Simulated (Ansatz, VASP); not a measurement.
# Zn in VASP and in Ansatz

File INCAR:

```
PREC     = Accurate       # precision mode
ENCUT    = 520            # plane-wave cutoff, eV
EDIFF    = 1E-7           # SCF threshold, eV
ISMEAR   = -1             # smearing method
SIGMA    = 0.1            # smearing width, eV
LREAL    = F              # projectors in reciprocal space
LASPH    = T              # aspherical terms in the spheres
NELM     = 60             # most SCF steps
ALGO     = Normal         # electronic algorithm
ISIF     = 2              # what is computed and relaxed
LWAVE    = F              # write WAVECAR
LCHARG   = F              # write CHGCAR
GGA      = RE             # functional
NBANDS   = 19             # bands
```

The input KPOINTS:

```
Automatic mesh
0
Gamma
  10 10 10
```

The input POSCAR:

```
Zn
1.0
    0.0000000000      3.0044975820      3.0044975820
    3.0044975820      0.0000000000      3.0044975820
    3.0044975820      3.0044975820      0.0000000000
Zn
2
Direct
    0.1250000000      0.1250000000      0.1250000000
    0.8750000000      0.8750000000      0.8750000000
```

Input for Ansatz:

```yaml
crystal:
  lattice:
    - [0.0, 3.004497582, 3.004497582]
    - [3.004497582, 0.0, 3.004497582]
    - [3.004497582, 3.004497582, 0.0]
  atoms:
    - { symbol: Zn, position: [0.125, 0.125, 0.125] }
    - { symbol: Zn, position: [0.875, 0.875, 0.875] }
hamiltonian:
  xc: revpbe
  pseudopotentials:
    kind: paw
    azcp:
      Zn: "pseudopotentials/Zn.paw.azcp"
basis:
  ecutwfc: 420
  fft_grid_basis: typed
kpoints:
  mp_grid: { grid: [10, 10, 10], shift: [0, 0, 0] }
magnetization:
  spin_polarized: false
scf:
  occupations: { method: fermi_dirac, width: 0.1 }
  lower_state_search: "off"
output:
  stress: true
```

Alike in both runs: task single point; functional revPBE; k mesh 10 × 10 × 10; occupations fermi-dirac, width 0.1 eV; no spin polarisation.

|  | VASP | Ansatz |
| --- | --- | --- |
| version | VASP 6.6.1 | Ansatz 0.2.0 |
| potentials or method | VASP PAW PBE potentials, release 64 (Zn), cutoff 520 eV | plane waves (420 eV) with PAW, scalar-relativistic |
| valence electrons in the cell | 24 | 24 |

|  | VASP | Ansatz | Ansatz less VASP |
| --- | --- | --- | --- |
| pressure (GPa) | -0.6 | -0.7 | -0.09 |

VASP's potentials were made for PBE, not for revPBE.
